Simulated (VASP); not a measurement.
# Na (P6/mmm) in VASP: a series of runs, part 2 of 2

VASP 6.6.1. The steps go on from the part before.

## Step 5: Single point, PBE

This run uses another cell than the first one, of 21.15 Å³/atom, 1.375 times its volume.

Contents of INCAR:

```
SYSTEM = Na
ALGO = Normal ; EDIFF = 1E-6
ENCUT = 520 ; GGA = PE
ISIF = 2 ; ISMEAR = -1
LASPH = .True. ; LCHARG = .False.
LREAL = .False. ; LWAVE = .False.
NBANDS = 10 ; NELM = 100
PREC = Accurate ; SIGMA = 0.08
```

Contents of KPOINTS:

```
k-points
0
Gamma
  13 13 12
  0 0 0
```

Contents of POSCAR:

```
Na
1.0
    2.9676470437      0.0000000000      0.0000000000
   -1.4838235219      2.5700577293      0.0000000000
    0.0000000000      0.0000000000      2.7724700201
Na
1
Direct
    0.0000000000      0.0000000000      0.0000000000
```

Potentials or basis: VASP PAW PBE potentials, release 64 (Na_pv).

The run is started by

```
$ cat potpaw_PBE.64/Na_pv/POTCAR > POTCAR
$ mpirun -np 1 vasp_std > vasp.out
```

OUTCAR:

```text
SYSTEM = Na
   EDIFF = 1E-6
   ENCUT = 520
   GGA = PE
   ISIF = 2
   ISMEAR = -1
   LASPH = .True.
   LREAL = .False.
   NELM = 100
   PREC = Accurate

 ion  position               nearest neighbor table
   1  0.000  0.000  0.000-

  LATTYP: Found a hexagonal cell.
 ALAT       =     2.9676470437
 C/A-ratio  =     0.9342317261

  Lattice vectors:

 A1 = (   2.9676470437,   0.0000000000,   0.0000000000)
 A2 = (  -1.4838235219,   2.5700577293,   0.0000000000)
 A3 = (   0.0000000000,   0.0000000000,   2.7724700201)

Analysis of symmetry for initial positions (statically):
=====================================================================
 Subroutine PRICEL returns:
 Original cell was already a primitive cell.

 Routine SETGRP: Setting up the symmetry group for a
 hexagonal supercell.

 Subroutine GETGRP returns: Found 24 space group operations
 (whereof 24 operations were pure point group operations)
 out of a pool of 24 trial point group operations.

The static configuration has the point symmetry D_6h.

Analysis of symmetry for dynamics (positions and initial velocities):
=====================================================================
 Subroutine PRICEL returns:
 Original cell was already a primitive cell.

 Routine SETGRP: Setting up the symmetry group for a
 hexagonal supercell.

 Subroutine GETGRP returns: Found 24 space group operations
 (whereof 24 operations were pure point group operations)
 out of a pool of 24 trial point group operations.

The dynamic configuration has the point symmetry D_6h.

 Subroutine INISYM returns: Found 24 space group operations
 (whereof 24 operations are pure point group operations),
 and found     1 'primitive' translations

----------------------------------------------------------------------------------------

                                     Primitive cell

  volume of cell :      21.1457

  direct lattice vectors                    reciprocal lattice vectors
     2.967647044  0.000000000  0.000000000     0.336967296  0.194548159  0.000000000
    -1.483823522  2.570057729  0.000000000     0.000000000  0.389096318  0.000000000
     0.000000000  0.000000000  2.772470020     0.000000000  0.000000000  0.360689202

  length of vectors
     2.967647044  2.967647044  2.772470020     0.389096318  0.389096318  0.360689202

  position of ions in fractional coordinates (direct lattice)
     0.000000000  0.000000000  0.000000000

  ion indices of the primitive-cell ions
   primitive index   ion index
                 1           1

----------------------------------------------------------------------------------------

 KPOINTS: k-points

Automatic generation of k-mesh.
 Grid dimensions read from file:
 generate k-points for:   13   13   12

 Generating k-lattice:

  Cartesian coordinates                     Fractional coordinates (reciprocal lattice)
     0.025920561  0.014965243  0.000000000     0.076923077  0.000000000  0.000000000
     0.000000000  0.029930486  0.000000000     0.000000000  0.076923077  0.000000000
     0.000000000  0.000000000  0.030057434     0.000000000  0.000000000  0.083333333

  Length of vectors
     0.029930486  0.029930486  0.030057434

  Shift w.r.t. Gamma in fractional coordinates (k-lattice)
     0.000000000  0.000000000  0.000000000

 Subroutine IBZKPT returns following result:
 ===========================================

 Found    147 irreducible k-points:

 Following reciprocal coordinates:
            Coordinates               Weight
  0.000000  0.000000  0.000000      1.000000
  0.076923  0.000000  0.000000      6.000000
  0.153846  0.000000  0.000000      6.000000
  0.230769  0.000000  0.000000      6.000000
  0.307692  0.000000  0.000000      6.000000
  0.384615 -0.000000  0.000000      6.000000
[... 16 lines left out ...]
  0.076923  0.000000  0.083333     12.000000
  0.153846  0.000000  0.083333     12.000000
 [... further k-points ...]
   k-points           NKPTS =    147   k-points in BZ     NKDIM =    147   number of bands    NBANDS=     10
   number of dos      NEDOS =    301   number of ions     NIONS =      1
   total plane-waves  NPLWV =  13824
   dimension x,y,z NGX =    24 NGY =   24 NGZ =   24
   dimension x,y,z NGXF=    48 NGYF=   48 NGZF=   48
   ions per type =               1
   NGX,Y,Z   is equivalent  to a cutoff of  13.44, 13.44, 14.39 a.u.
   NGXF,Y,Z  is equivalent  to a cutoff of  26.89, 26.89, 28.78 a.u.
 SYSTEM =  Na
   PREC   = accura    normal or accurate (medium, high low for compatibility)
   ISTART =      0    job   : 0-new  1-cont  2-samecut
   ICHARG =      2    charge: 1-file 2-atom 10-const
   ISPIN  =      1    spin polarized calculation?
   LNONCOLLINEAR =      F non collinear calculations
   LSORBIT =      F    spin-orbit coupling
   LASPH  =      T    aspherical Exc in radial PAW
   ENCUT  =  520.0 eV  38.22 Ry    6.18 a.u.   5.52  5.52  5.15*2*pi/ulx,y,z
   NELM   =    100;   NELMIN=  2; NELMDL= -5     # of ELM steps
   EDIFF  = 0.1E-05   stopping-criterion for ELM
   LREAL  =      F    real-space projection
   EDIFFG = 0.1E-04   stopping-criterion for IOM
   NSW    =      0    number of steps for IOM
   IBRION =     -1    ionic relax: 0-MD 1-quasi-New 2-CG
   NFREE  =      0    steps in history (QN), initial steepest desc. (CG)
   ISIF   =      2    stress and relaxation
   ISYM   =      2    0-nonsym 1-usesym 2-fastsym
   POTIM  = 0.5000    time-step for ionic-motion
   TEBEG  =    0.0;   TEEND  =   0.0 temperature during run
   PSTRESS=    0.0 pullay stress
   NELECT =       7.0000    total number of electrons
   NUPDOWN=      -1.0000    fix difference up-down
   EMIN   =  10.00;   EMAX   =-10.00  energy-range for DOS
   EFERMI =   0.00;   METHOD = LEGACY
   ISMEAR =    -1;   SIGMA  =   0.08  broadening in eV -4-tet -1-fermi 0-gaus
   EFERMI_NEDOS =   21; number of points for ismear=-14 and -15
   IALGO  =     38    algorithm
   IMIX   =      4    mixing-type and parameters
     AMIX     =   0.40;   BMIX     =  1.00
     AMIX_MAG =   1.60;   BMIX_MAG =  1.00
  volume/ion in A,a.u.               =      21.15       142.70
  Fermi-wavevector in a.u.,A,eV,Ry     =   1.132488  2.140092 17.449860  1.282529
  Thomas-Fermi vector in A             =   2.269189
   LORBIT       =      0    0 simple, 1 ext, 2 COOP (PROOUT), +10 PAW based schemes
   GGA     = PE    functional components
   LHFCALC =     F    Hartree Fock is set to
   AEXX    =    0.0000 exact exchange contribution
   IVDW    =     0    specifies the selected vdW correction
   LEPSILON=     F    determine dielectric tensor
   LRPA    =     F    only Hartree local field effects (RPA)
 non-spin polarized calculation
  energy-cutoff  :      520.00
  volume of cell :       21.15
 maximum number of plane-waves:       599
 NGX is ok and might be reduce to    24

 number of electron       7.0000006 magnetization

 Free energy of the ion-electron system (eV)
  ---------------------------------------------------
  ext. energy  EPLUGINS =         0.00000000
  ---------------------------------------------------
  free energy    TOTEN  =        -0.83362105 eV

  energy without entropy =       -0.82617364  energy(sigma->0) =       -0.82989734

 E-fermi :   2.6493     XC(G=0):  -8.1809

 val. band max:        2.6036924288   @ k =   0.2308   0.1538   0.3333
 cond. band min:       2.6591087849   @ k =   0.4615  -0.0000   0.0000
 fundamental gap:      0.0554163561
 Fermi energy:         2.6492760627

 k-point     1 :       0.0000    0.0000    0.0000
  band No.  band energies     occupation
      1     -22.3581      2.00000
      2     -22.3581      2.00000
      3     -22.3348      2.00000
      4      -2.0792      2.00000
      5      14.1825      0.00000
      6      17.0477      0.00000
      7      17.2637      0.00000
      8      17.2637      0.00000
      9      18.9016      0.00000
     10      20.8687      0.00000

 k-point     2 :       0.0769    0.0000    0.0000
  band No.  band energies     occupation
      1     -22.3732      2.00000
      2     -22.3613      2.00000
      3     -22.3333      2.00000
      4      -1.9349      2.00000
      5      14.1374      0.00000
      6      15.4112      0.00000
      7      16.9339      0.00000
      8      17.1315      0.00000
      9      19.9588      0.00000
     10      21.4214      0.00000
[... 274 lines left out ...]
 k-point    24 :       0.1538    0.0000    0.0833
  band No.  band energies     occupation
      1     -22.4128      2.00000
      2     -22.3683      2.00000
      3     -22.3494      2.00000
      4      -1.3639      2.00000
      5      12.6589      0.00000
      6      13.4728      0.00000
      7      16.3906      0.00000
      8      17.5206      0.00000
      9      20.6278      0.00000
     10      22.7494      0.00000

 [... further k-points ...]
[... 5 lines left out ...]
  --------------------------------------------------------------------------------------
  -------------------------------------------------------------------------------------
  Total        1.6481740      1.6481740      1.5924248     -0.0000000      0.0000000      0.0000000
  in kB      124.8796464    124.8796464    120.6556157     -0.0000000      0.0000000      0.0000000
  external PRESSURE =     123.4716362 kB  Pullay stress =       0.0000000 kB

 VOLUME and BASIS-vectors are now :
 -----------------------------------------------------------------------------
  energy-cutoff  :      520.00
  volume of cell :       21.15
      direct lattice vectors                 reciprocal lattice vectors
     2.967647044  0.000000000  0.000000000     0.336967296  0.194548159  0.000000000
    -1.483823522  2.570057729  0.000000000     0.000000000  0.389096318  0.000000000
     0.000000000  0.000000000  2.772470020     0.000000000  0.000000000  0.360689202

 POSITION                                       TOTAL-FORCE (eV/Angst)
 -----------------------------------------------------------------------------------
      0.00000      0.00000      0.00000        -0.000000      0.000000      0.000000
 -----------------------------------------------------------------------------------
    total drift:                                0.000000      0.000000      0.000000

  FREE ENERGIE OF THE ION-ELECTRON SYSTEM (eV)
  ---------------------------------------------------
  free  energy   TOTEN  =        -0.8336210489 eV

  energy  without entropy=       -0.8261736384  energy(sigma->0) =       -0.82989734
```

OSZICAR:

```text
N       E                     dE             d eps       ncg     rms          rms(c)
DAV:   1     0.334153930000E+02    0.33415E+02   -0.39862E+03  2952   0.696E+02
DAV:   2    -0.118544134943E+00   -0.33534E+02   -0.33287E+02  3120   0.179E+02
DAV:   3    -0.838542665834E+00   -0.72000E+00   -0.71939E+00  3684   0.260E+01
DAV:   4    -0.841891581023E+00   -0.33489E-02   -0.33486E-02  3354   0.171E+00
DAV:   5    -0.841918637077E+00   -0.27056E-04   -0.27056E-04  3322   0.155E-01    0.404E-01
DAV:   6    -0.837086435400E+00    0.48322E-02   -0.12172E-03  3714   0.432E-01    0.256E-01
DAV:   7    -0.833628944049E+00    0.34575E-02   -0.23683E-03  3888   0.513E-01    0.257E-02
DAV:   8    -0.833620693201E+00    0.82508E-05   -0.85965E-05  3458   0.157E-01    0.355E-03
DAV:   9    -0.833621048913E+00   -0.35571E-06   -0.53783E-07  2234   0.783E-03
   1 F= -.83362105E+00 E0= -.82989734E+00  d E =-.744741E-02
```

Wall time 13 s (1 thread of Intel Xeon Platinum 8375C at 2.90GHz (Ice Lake), shared host); peak memory 0.14 GiB.

What came out:

```
Free energy : -0.8336 eV
Pressure    : 12.3 GPa
```

Stress tensor (GPa, compression positive):
```
12.49  0.00  0.00
 0.00 12.49  0.00
 0.00  0.00 12.07
```

Levels at points of the mesh, in eV from the Fermi level:
| k point | band 2 | band 3 | band 4 | band 5 | band 6 | band 7 |
| --- | --- | --- | --- | --- | --- | --- |
| (0.00, 0.00, 0.00) | -25.01 | -24.98 | -4.73 | 11.53 | 14.40 | 14.61 |
| (0.00, 0.00, 0.50) | -24.98 | -24.98 | -0.28 | 0.75 | 18.10 | 18.10 |

## Step 6: Single point, PBE

Contents of INCAR:

```
PREC = Accurate ; ENCUT = 520
EDIFF = 1E-7 ; ISMEAR = -1
SIGMA = 0.08 ; LREAL = False
LASPH = True ; NELM = 60
ALGO = Normal ; ISIF = 2
LWAVE = False ; LCHARG = False
GGA = PE ; NBANDS = 10
```

Contents of KPOINTS:

```
Automatic mesh
0
Gamma
  13 13 12
```

POSCAR is that of step 5.

Potentials or basis: VASP PAW PBE potentials, release 64 (Na_pv).

The run is started by

```
$ cat potpaw_PBE.64/Na_pv/POTCAR > POTCAR
$ mpirun -np 1 vasp_std > vasp.out
```

Run time: 13 s. Hardware: 1 thread of Intel Xeon Platinum 8375C at 2.90GHz (Ice Lake), shared host; peak memory 0.15 GiB.

It converged, with:

- Free energy: -0.8336 eV
- Pressure: 12.5 GPa

Stress tensor (GPa, compression positive):
```
12.64  0.00  0.00
 0.00 12.64  0.00
 0.00  0.00 12.21
```

Levels at points of the mesh, in eV from the Fermi level:
```
           k point  band 2  band 3  band 4  band 5  band 6  band 7
(0.00, 0.00, 0.00)  -25.01  -24.98   -4.73   11.53   14.40   14.61
(0.00, 0.00, 0.50)  -24.98  -24.98   -0.28    0.75   18.10   18.10
```

## Step 7: Overview

```tsv
cell	gap on the mesh (eV)	pressure (GPa)
a = 2.663, b = 2.663, c = 2.504 Å, angles 90.0, 90.0, 120.0°, 1 atom	none	35.1
a = 2.774, b = 2.774, c = 2.597 Å, angles 90.0, 90.0, 120.0°, 1 atom	none	24.4
a = 2.968, b = 2.968, c = 2.772 Å, angles 90.0, 90.0, 120.0°, 1 atom	none	12.5
```

Alike in all rows: task single point; level PBE; potentials or basis VASP PAW PBE potentials, release 64 (Na_pv); no spin polarisation; k mesh 13 × 13 × 12; cutoff (eV) 520; smearing fermi-dirac 0.08 eV.

Absolute energies hang on the potentials; compare differences alone.
